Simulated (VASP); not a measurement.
The system is Cr3PtC.

```xyz
5
Lattice="3.8520 0.0000 0.0000 0.0000 3.8520 0.0000 0.0000 0.0000 3.8520" Properties=species:S:1:pos:R:3 pbc="T T T"
Pt    0.0000    0.0000    0.0000
C     1.9260    1.9260    1.9260
Cr    1.9260    1.9260    0.0000
Cr    1.9260    0.0000    1.9260
Cr    0.0000    1.9260    1.9260
```

Base run:

| Property | Result |
| --- | --- |
| Program | VASP 6.6.1 |
| Functional | r2SCAN |
| Potentials or basis | VASP PAW PBE potentials, release 64 (Pt, C, Cr_pv) |
| Cutoff | 520 eV |
| k mesh | 10 × 10 × 10 |
| Occupations | gaussian, width 0.1 eV |
| Spin | no spin polarisation |

Its results: band gap on the k mesh zero (band 25 reaches 11.25 eV, above the bottom of band 26 at 10.20 eV); pressure -4.3 GPa.

Task: The run is repeated on the same cell with these changes: functional from r2SCAN to PBE. What comes out?

Result: Band gap on the k mesh zero (band 25 reaches 11.29 eV, above the bottom of band 26 at 10.24 eV); pressure -0.1 GPa.

Caveats: spin-orbit coupling is left out, which moves the levels of the heavy elements; the PAW data sets were made with another functional, which shifts forces and pressure a little (some runs).
